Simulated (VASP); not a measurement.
A run of VASP 6.6.1 is set up as follows.

File INCAR:

```
PREC = Accurate ; ENCUT = 400
EDIFF = 1E-6 ; ISMEAR = 0
SIGMA = 0.1 ; LREAL = F
LASPH = T ; NELM = 120
ALGO = Normal ; ISIF = 2
LWAVE = F ; LCHARG = T
LDIPOL = T ; IDIPOL = 3
DIPOL = 0.5 0.5 0.289 ; GGA = PE
LELF = T ; LVHAR = T
LVACPOTAV = T ; NBANDS = 104
GGA_COMPAT = F ; NELMDL = -8
```

Contents of KPOINTS:

```
regular mesh
0
Gamma
  5 5 1
```

The input POSCAR:

```
HRh6
1.0
    5.4163401145      0.0000000000      0.0000000000
    0.0000000000      5.4163401145      0.0000000000
    0.0000000000      0.0000000000     21.6737367085
Rh H
12 2
Direct
    0.2500000000      0.2500000000      0.1845551625
    0.2500000000      0.7500000000      0.1845551625
    0.7500000000      0.2500000000      0.1845551625
    0.7500000000      0.7500000000      0.1845551625
    0.0000000000      0.0000000000      0.2693761947
    0.0000000000      0.5000000000      0.2693761947
    0.5000000000      0.0000000000      0.2693761947
    0.5000000000      0.5000000000      0.2693761947
    0.2500000000      0.2500000000      0.3540569313
    0.2500000000      0.7500000000      0.3540569313
    0.7500000000      0.2500000000      0.3540569313
    0.7500000000      0.7500000000      0.3540569313
    0.2936798694      0.5000000000      0.4043482131
    0.7063201306      0.5000000000      0.4043482131
```

Potentials or basis: VASP PAW PBE potentials, release 64 (Rh_pv, H).

Command:

```bash
$ cat potpaw_PBE.64/Rh_pv/POTCAR potpaw_PBE.64/H/POTCAR > POTCAR
$ mpirun -np 1 vasp_std > vasp.out
```

Question: Estimate the band gap on the k mesh.

Answer: Zero (bands 91 and 92 overlap by 0.69 eV).

Question: Estimate the largest force.

Answer: 0.334 eV/Å.

Forces in eV/Å, atoms in the order of the input:
```
Rh  -0.004  0.064 -0.029
Rh  -0.004 -0.064 -0.029
Rh   0.004  0.064 -0.029
Rh   0.004 -0.064 -0.029
Rh   0.000  0.000 -0.016
Rh   0.000  0.000 -0.285
Rh   0.000  0.000  0.031
Rh   0.000  0.000 -0.334
Rh   0.046 -0.047  0.151
Rh   0.046  0.047  0.151
Rh  -0.046 -0.047  0.151
Rh  -0.046  0.047  0.151
H   -0.173  0.000  0.056
H    0.173  0.000  0.056
```
